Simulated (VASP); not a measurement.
A run of VASP 6.6.1 is set up as follows.

Contents of INCAR:

```
PREC     = Accurate       # precision mode
ENCUT    = 520            # plane-wave cutoff, eV
EDIFF    = 1E-6           # SCF threshold, eV
ISMEAR   = 0              # smearing method
SIGMA    = 0.1            # smearing width, eV
LREAL    = False          # projectors in reciprocal space
LASPH    = True           # aspherical terms in the spheres
NELM     = 150            # most SCF steps
ALGO     = Normal         # electronic algorithm
ISIF     = 2              # what is computed and relaxed
LWAVE    = False          # write WAVECAR
LCHARG   = True           # write CHGCAR
ISPIN    = 2              # spin polarisation
MAGMOM   = 1 0.14 0.11 0.11 # initial moments
LORBIT   = 11             # projections on sites
LMAXMIX  = 4              # l up to which the mixer works
GGA      = PE             # functional
LELF     = True           # ELF
LVHAR    = True         
NBANDS   = 30             # bands
```

KPOINTS

```
regular mesh
0
Gamma
  4 4 4
```

POSCAR

```
WF3
1.0
    3.7922857600      0.0000000000      0.0000000000
    0.0000000000      3.7922857600      0.0000000000
    0.0000000000      0.0000000000      4.2650082500
W F
1 3
Direct
    0.5000000000      0.5000000000      0.9482579100
    0.5000000000      0.5000000000      0.5385002300
    0.5000000000      0.0000000000      0.0070267400
    0.0000000000      0.5000000000      0.0070267400
```

Potentials or basis: VASP PAW PBE potentials, release 64 (W_sv, F).

Launch:

```bash
$ cat potpaw_PBE.64/W_sv/POTCAR potpaw_PBE.64/F/POTCAR > POTCAR
$ mpirun -np 1 vasp_std > vasp.out
```

Q: Predict the net moment.

A: 2.81 μB per cell.

Q: What does it give for the pressure?

A: 40.1 GPa.

Stress tensor (GPa, compression positive):
```
40.01  0.00  0.00
 0.00 40.01  0.00
 0.00  0.00 40.29
```

Caveat: the k points lie up to 0.41 Å⁻¹ apart.
